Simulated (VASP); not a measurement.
GaSb:

```
Ga Sb
1.0
     0.00000    3.06588    3.06588
     3.06588    0.00000    3.06588
     3.06588    3.06588    0.00000
Ga Sb
1 1
Direct
  0.00000 0.00000 0.00000
  0.25000 0.25000 0.25000
```

Base run:

| Property | Result |
| --- | --- |
| Program | VASP 6.6.1 |
| Functional | r2SCAN |
| Potentials or basis | VASP PAW PBE potentials, release 64 (Ga_d, Sb) |
| Cutoff | 520 eV |
| k mesh | 6 × 6 × 6 |
| Occupations | fermi-dirac, width 0.02 eV |
| Spin | no spin polarisation |

Its results: band gap on the k mesh 0.40 eV, direct; pressure 0.1 GPa.

**Question.** The run is repeated on the same cell with these changes: functional from r2SCAN to PBE; cutoff from 520 eV to 500 eV. What comes out?

**Answer.** Band gap on the k mesh zero (filled and empty bands touch); pressure 2.1 GPa.

r2SCAN gives the wider gap, since meta-GGAs in the generalised Kohn-Sham scheme recover part of the derivative discontinuity.

Caveats: spin-orbit coupling is left out, which moves the levels of the heavy elements; the PAW data sets were made with another functional, which shifts forces and pressure a little (some runs).

A k mesh can miss the band edges.
